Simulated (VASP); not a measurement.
Wanted: the native input for a VASP 6.6.1 run.

| Item | Value |
| --- | --- |
| Task | single point |
| Functional | HSE06 |
| Potentials or basis | VASP PAW PBE potentials, release 64 (Ru_pv, Al) |
| Cutoff | 520 eV |
| k mesh | 4 × 4 × 4 |
| Occupations | fermi-dirac, width 0.1 eV |
| Spin | no spin polarisation |
| Dipole correction | no |
| Grid for exact exchange (PRECFOCK) | Normal |
| Further INCAR settings | ALGO = Normal; EDIFF = 1e-06; NBANDS = 16 |
| Share of exact exchange | 0.25 |
| Screening parameter | 0.2079 1/Å |

Crystal: AlRu (CsCl type).

```
Ru Al
1.0
     3.00997    0.00000    0.00000
     0.00000    3.00997    0.00000
     0.00000    0.00000    3.00997
Ru Al
1 1
Direct
  0.00000 0.00000 0.00000
  0.50000 0.50000 0.50000
```

One way to write it, as run:

POSCAR

```
AlRu
1.0
    3.0099668506      0.0000000000      0.0000000000
    0.0000000000      3.0099668506      0.0000000000
    0.0000000000      0.0000000000      3.0099668506
Ru Al
1 1
Direct
    0.0000000000      0.0000000000      0.0000000000
    0.5000000000      0.5000000000      0.5000000000
```

INCAR.step1

```
SYSTEM = AlRu
ALGO = Normal
EDIFF = 1E-5
ENCUT = 520
GGA = PE
ISIF = 2
ISMEAR = -1
LASPH = .TRUE.
LCHARG = .FALSE.
LREAL = .FALSE.
LWAVE = .TRUE.
NBANDS = 16
NELM = 60
PREC = Accurate
SIGMA = 0.1
```

INCAR.step2

```
SYSTEM = AlRu
ALGO = Normal
EDIFF = 1E-6
ENCUT = 520
GGA = PE
HFSCREEN = 0.2079
ISIF = 2
ISMEAR = -1
ISTART = 1
LASPH = .TRUE.
LCHARG = .FALSE.
LHFCALC = .TRUE.
LREAL = .FALSE.
LWAVE = .FALSE.
NBANDS = 16
NELM = 60
PREC = Accurate
PRECFOCK = Normal
SIGMA = 0.1
```

KPOINTS

```
k-points
0
G
  4 4 4
  0 0 0
```

Potentials or basis: VASP PAW PBE potentials, release 64 (Ru_pv, Al).

Command:

```console
$ cat potpaw_PBE.64/Ru_pv/POTCAR potpaw_PBE.64/Al/POTCAR > POTCAR
$ cp INCAR.step1 INCAR
$ mpirun -np 1 vasp_std > vasp.out
$ cp INCAR.step2 INCAR
$ mpirun -np 1 vasp_std > vasp.out
```

Results of the run:

The pressure is -10.6 GPa. The band gap on the k mesh is zero (an odd number of electrons rules out a gap without spin polarisation).

Caveat: the k points lie up to 0.52 Å⁻¹ apart, too coarse for converged energies and pressures of a metal; the PAW data sets were made with another functional, which shifts forces and pressure a little.

It took 5.5 min on 1 thread of Intel(R) Xeon(R) Platinum 8259CL CPU @ 2.50GHz (Skylake/Cascade Lake) (shared host), peak memory 0.24 GiB.
